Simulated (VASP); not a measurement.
A run of VASP 6.6.1:

The input INCAR:

```
PREC     = Accurate       # precision mode
ENCUT    = 520            # plane-wave cutoff, eV
EDIFF    = 1E-6           # SCF threshold, eV
ISMEAR   = -1             # smearing method
SIGMA    = 0.05           # smearing width, eV
LREAL    = F              # projectors in reciprocal space
LASPH    = T              # aspherical terms in the spheres
NELM     = 60             # most SCF steps
ALGO     = Normal         # electronic algorithm
ISIF     = 2              # what is computed and relaxed
LWAVE    = F              # write WAVECAR
LCHARG   = F              # write CHGCAR
NBANDS   = 30             # bands
```

Contents of KPOINTS:

```
Automatic mesh
0
Gamma
  8 8 8
```

File POSCAR:

```
SnPt3
1.0
    4.0000000000      0.0000000000      0.0000000000
    0.0000000000      4.0000000000      0.0000000000
    0.0000000000      0.0000000000      3.9200000000
Sn Pt
1 3
Direct
    0.0000000000      0.0000000000      0.0000000000
    0.0000000000      0.5000000000      0.5000000000
    0.5000000000      0.0000000000      0.5000000000
    0.5000000000      0.5000000000      0.0000000000
```

Potentials or basis: VASP PAW LDA potentials, release 64 (Sn_d, Pt).

Run with:

```sh
$ cat potpaw_LDA.64/Sn_d/POTCAR potpaw_LDA.64/Pt/POTCAR > POTCAR
$ mpirun -np 1 vasp_std > vasp.out
```

Hardware: 1 thread of AMD EPYC 9R45 96-Core Processor (Zen 5), with other jobs on the host.

Problem. Estimate the wall time of this run.

Solution. It took 48 s on 1 thread of AMD EPYC 9R45 96-Core Processor (Zen 5) (shared host), peak memory 0.21 GiB. Counts: scf iterations 12, k points 75.
